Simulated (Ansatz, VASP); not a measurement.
Two plane-wave programs on Zr17O32

```
Zr O
1.0
    -5.15399   -5.22811    0.00000
     5.15399   -5.22811    0.00000
    -1.74773    0.00000   10.51514
Zr O
17 32
Direct
  0.65727 0.38308 0.39583
  0.86446 0.59326 0.14790
  0.13233 0.40880 0.35407
  0.33976 0.61906 0.10503
  0.65755 0.38180 0.89522
  0.87845 0.59393 0.65193
  0.13093 0.41125 0.86289
  0.32750 0.60961 0.60546
  0.15006 0.88501 0.39256
  0.36172 0.09536 0.13973
  0.62117 0.91686 0.33997
  0.84018 0.12218 0.10546
  0.15657 0.88493 0.89390
  0.34635 0.10223 0.64647
  0.64027 0.90636 0.85969
  0.85555 0.13741 0.60475
  0.62921 0.85516 0.58603
  0.37683 0.43179 0.43000
  0.30845 0.37469 0.17738
  0.09652 0.64687 0.01432
  0.89520 0.35199 0.24087
  0.10244 0.65198 0.26158
  0.90066 0.35845 0.48823
  0.68145 0.63041 0.32577
  0.62087 0.56354 0.07205
  0.37970 0.43800 0.92940
  0.30975 0.37647 0.68702
  0.09491 0.64289 0.50981
  0.89572 0.34952 0.74791
  0.10333 0.64669 0.76752
  0.89905 0.35615 0.99293
  0.69035 0.62981 0.82546
  0.61634 0.55287 0.58398
  0.86790 0.92175 0.43843
  0.81946 0.87570 0.18072
  0.59783 0.15074 0.00863
  0.39097 0.85270 0.23214
  0.60029 0.16536 0.25543
  0.38824 0.84824 0.48138
  0.17963 0.12762 0.31378
  0.12061 0.06948 0.06767
  0.87857 0.93539 0.93917
  0.86549 0.88307 0.69365
  0.59859 0.13482 0.50830
  0.38705 0.84521 0.73318
  0.60699 0.12925 0.75076
  0.39855 0.85604 0.98697
  0.17930 0.12997 0.82255
  0.12476 0.08385 0.55499
```

Alike in both runs: functional PBE; k mesh 2 × 2 × 1; occupations gaussian, width 0.05 eV; no spin polarisation.

Ansatz relaxed the structure, and its values are those at the end. VASP's run is a single point on that final structure, the one shown.

|  | VASP | Ansatz |
| --- | --- | --- |
| version | VASP 6.6.1 | Ansatz 0.2.0 |
| potentials or method | VASP PAW PBE potentials, release 64 (Zr_sv, O), cutoff 520 eV | scalar-relativistic, plane waves, PAW |
| valence electrons in the cell | 396 | 396 |

VASP gave:

| Property | Result |
| --- | --- |
| rms of the force components (eV/Å) | 0.012 |

Question: Which values does Ansatz return?

Answer: rms of the force components (eV/Å): 0.005.

With one functional, cell and mesh, what is left measures potentials, basis and numerics.

The k mesh is coarse, so the values compare programs but aren't converged.
